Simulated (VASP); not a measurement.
Wanted: the native input for a VASP 6.6.1 run.

- Task: single point
- Functional: PBEsol
- Potentials or basis: VASP PAW PBE potentials, release 64 (Ca_sv)
- Cutoff: 520 eV
- k mesh: 13 × 13 × 13
- Occupations: fermi-dirac, width 0.05 eV
- Spin: no spin polarisation
- Dipole correction: no
- Further INCAR settings: ALGO = Normal; EDIFF = 1e-07; NBANDS = 11

The structure of Ca lies in POSCAR:

```
Ca
1.0
    0.0000000000      2.4785430330      2.4785430330
    2.4785430330      0.0000000000      2.4785430330
    2.4785430330      2.4785430330      0.0000000000
Ca
1
Direct
    0.0000000000      0.0000000000      0.0000000000
```

This cell differs from its parent crystal: volume scaled by 0.75.

These files were run (other wordings do the same):

INCAR

```
SYSTEM = Ca
ALGO = Normal ; EDIFF = 1E-7
ENCUT = 520 ; GGA = PS
ISIF = 2 ; ISMEAR = -1
LASPH = .TRUE. ; LCHARG = .TRUE.
LELF = .TRUE. ; LREAL = .FALSE.
LVHAR = .TRUE. ; LWAVE = .FALSE.
NBANDS = 11 ; NELM = 100
PREC = Accurate ; SIGMA = 0.05
```

KPOINTS

```
k-points
0
G
  13 13 13
  0 0 0
```

Potentials or basis: VASP PAW PBE potentials, release 64 (Ca_sv).

Command:

```sh
$ cat potpaw_PBE.64/Ca_sv/POTCAR > POTCAR
$ mpirun -np 1 vasp_std > vasp.out
```

It gave:

| Quantity | Value |
| --- | --- |
| Pressure | 8.0 GPa |
| Band gap on the k mesh | 0.15 eV, indirect (least direct gap 0.19 eV) |

Caveat: the PAW data sets were made with another functional, which shifts forces and pressure a little.

Run time: 17 s on 1 thread of Intel(R) Xeon(R) Platinum 8488C (Sapphire Rapids) (shared host), peak memory 0.17 GiB.
